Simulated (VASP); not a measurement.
A run of VASP 6.6.1:

File INCAR:

```
SYSTEM = Ag
PREC = Accurate ; ENCUT = 450
EDIFF = 1E-7 ; ISMEAR = 0
SIGMA = 0.1 ; LREAL = .FALSE.
LASPH = .TRUE. ; NELM = 120
ALGO = Normal ; ISIF = 2
LWAVE = .FALSE. ; LCHARG = .FALSE.
LDIPOL = .TRUE. ; IDIPOL = 3
DIPOL = 0.5 0.5 0.500 ; GGA = PE
IVDW = 12 ; IBRION = 2
NSW = 90 ; EDIFFG = -0.03
GGA_COMPAT = .FALSE. ; NELMIN = 4
NELMDL = -8 ; KPAR = 4
```

The input KPOINTS:

```
Automatic mesh
0
G
  6 6 1
  0 0 0
```

The input POSCAR:

```
Ag
1.0
    5.7606628201      0.0000000000      0.0000000000
   -2.8803314101      4.9888803449      0.0000000000
    0.0000000000      0.0000000000     21.7035614965
Ag
12
Selective dynamics
Direct
    0.3333333333      0.1666666667      0.3916407914  F F F
    0.3333333333      0.6666666667      0.3916407914  F F F
    0.8333333333      0.1666666667      0.3916407914  F F F
    0.8333333333      0.6666666667      0.3916407914  F F F
    0.6666666667      0.3333333333      0.5000000000  T T T
    0.6666666667      0.8333333333      0.5000000000  T T T
    0.1666666667      0.3333333333      0.5000000000  T T T
    0.1666666667      0.8333333333      0.5000000000  T T T
    0.0000000000      0.5000000000      0.6083592086  T T T
    0.0000000000      0.0000000000      0.6083592086  T T T
    0.5000000000      0.5000000000      0.6083592086  T T T
    0.5000000000      0.0000000000      0.6083592086  T T T
```

Potentials or basis: VASP PAW PBE potentials, release 64 (Ag).

Launch:

```bash
$ cat potpaw_PBE.64/Ag/POTCAR > POTCAR
$ mpirun -np 4 vasp_std > vasp.out
```

Hardware: 4 MPI ranks on Intel(R) Xeon(R) Platinum 8375C CPU @ 2.90GHz (Ice Lake), with other jobs on the host.

Problem. Estimate the wall time of this run.

Solution. It took 6.5 min on 4 MPI ranks on Intel(R) Xeon(R) Platinum 8375C CPU @ 2.90GHz (Ice Lake), with other jobs on the host, peak memory 0.68 GiB a rank. Counts: scf iterations 48, k points 7, ion steps 3.
